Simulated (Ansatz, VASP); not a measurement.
**One calculation of ZnS, two programs**

The input INCAR:

```
SYSTEM = ZnS
PREC = Accurate
ENCUT = 520
EDIFF = 1E-7
ISMEAR = -1
SIGMA = 0.05
LREAL = .False.
LASPH = .True.
NELM = 60
ALGO = Normal
ISIF = 2
LWAVE = .False.
LCHARG = .True.
GGA = PS
LELF = .True.
LVHAR = .True.
NBANDS = 46
```

Contents of KPOINTS:

```
regular mesh
0
Gamma
  8 8 3
  0 0 0
```

The input POSCAR:

```
ZnS
1.0
    3.7710355586      0.0000000000      0.0000000000
   -1.8855177793      3.2658125923      0.0000000000
    0.0000000000      0.0000000000     12.3507900682
Zn S
4 4
Direct
    0.6666666667      0.3333333333      0.7500000000
    0.3333333333      0.6666666667      0.2500000000
    0.0000000000      0.0000000000      0.5000000000
    0.0000000000      0.0000000000      0.0000000000
    0.6666666667      0.3333333333      0.9375000000
    0.3333333333      0.6666666667      0.4375000000
    0.0000000000      0.0000000000      0.6875000000
    0.0000000000      0.0000000000      0.1875000000
```

Contents of input.yaml:

```yaml
crystal:
  lattice:
    - [3.7710355586, 0.0, 0.0]
    - [-1.8855177793, 3.2658125923, 0.0]
    - [0.0, 0.0, 12.3507900682]
  atoms:
    - { symbol: Zn, position: [0.6666666667, 0.3333333333, 0.75] }
    - { symbol: Zn, position: [0.3333333333, 0.6666666667, 0.25] }
    - { symbol: Zn, position: [0.0, 0.0, 0.5] }
    - { symbol: Zn, position: [0.0, 0.0, 0.0] }
    - { symbol: S, position: [0.6666666667, 0.3333333333, 0.9375] }
    - { symbol: S, position: [0.3333333333, 0.6666666667, 0.4375] }
    - { symbol: S, position: [0.0, 0.0, 0.6875] }
    - { symbol: S, position: [0.0, 0.0, 0.1875] }
kpoints:
  mp_grid: { grid: [8, 8, 3] }
scf:
  occupations: { method: fermi_dirac, width: 0.05 }
hamiltonian:
  xc: pbesol
  pseudopotentials: { kind: all_electron, lapw: { basis_error: 0.001 } }
output:
  forces: true
  stress: true
  eigenvalues: true
```

Change from the starting cell: volume scaled by 0.96.

Alike in both runs: task single point; functional PBEsol; k mesh 8 × 8 × 3; occupations fermi-dirac, width 0.05 eV; no spin polarisation.

|  | VASP | Ansatz |
| --- | --- | --- |
| version | VASP 6.6.1 | Ansatz 0.2.0 |
| potentials or method | VASP PAW PBE potentials, release 64 (Zn, S), cutoff 520 eV | all-electron LAPW, scalar-relativistic |

|  | VASP | Ansatz | Ansatz less VASP |
| --- | --- | --- | --- |
| gap on the k mesh at the Fermi level (eV) | 2.18 | 2.17 | -0.004 |
| least direct gap on the mesh (eV) | 2.18 | 2.17 | -0.004 |
| pressure (GPa) | 1.1 | 0.9 | -0.20 |
| traceless stress, the component that is largest in VASP (GPa) | -0.10 | -0.10 | +0.001 |
| rms of the force components (eV/Å) | 0.018 | 0.017 | -0.0003 |

VASP's potentials were made for PBE, not for PBEsol. Atom by atom the forces differ by 0.000 eV/Å (rms over components). Ansatz ran all-electron here, and VASP with PAW potentials.
